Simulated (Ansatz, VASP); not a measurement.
# One calculation of Al3P2, two programs

```
Al P
1.0
     3.53824    0.00000    0.00000
    -1.76912    3.06420    0.00000
     0.00000    0.00000    8.06096
Al P
3 2
Direct
  0.00000 0.00000 0.00000
  0.33333 0.66667 0.63703
  0.66667 0.33333 0.36297
  0.33333 0.66667 0.18811
  0.66667 0.33333 0.81189
```

Alike in both runs: functional PBE; k mesh 12 × 12 × 6; occupations gaussian, width 0.1 eV; no spin polarisation.

Ansatz relaxed the structure, and its values are those at the end. VASP's run is a single point on that final structure, the one shown.

|  | VASP | Ansatz |
| --- | --- | --- |
| version | VASP 6.6.1 | Ansatz 0.2.0 |
| potentials or method | VASP PAW PBE potentials, release 64 (Al, P), cutoff 520 eV | scalar-relativistic, plane waves, PAW |
| valence electrons in the cell | 19 | 19 |

```csv
,VASP,Ansatz,Ansatz less VASP
gap on the k mesh at the Fermi level (eV),none,none,-
pressure (GPa),-0.1,0.0,+0.07
```

A gap of «none» marks a metal or a gap that the smearing closes. The functional is the same, so the differences come from potentials, cutoffs and numerics.
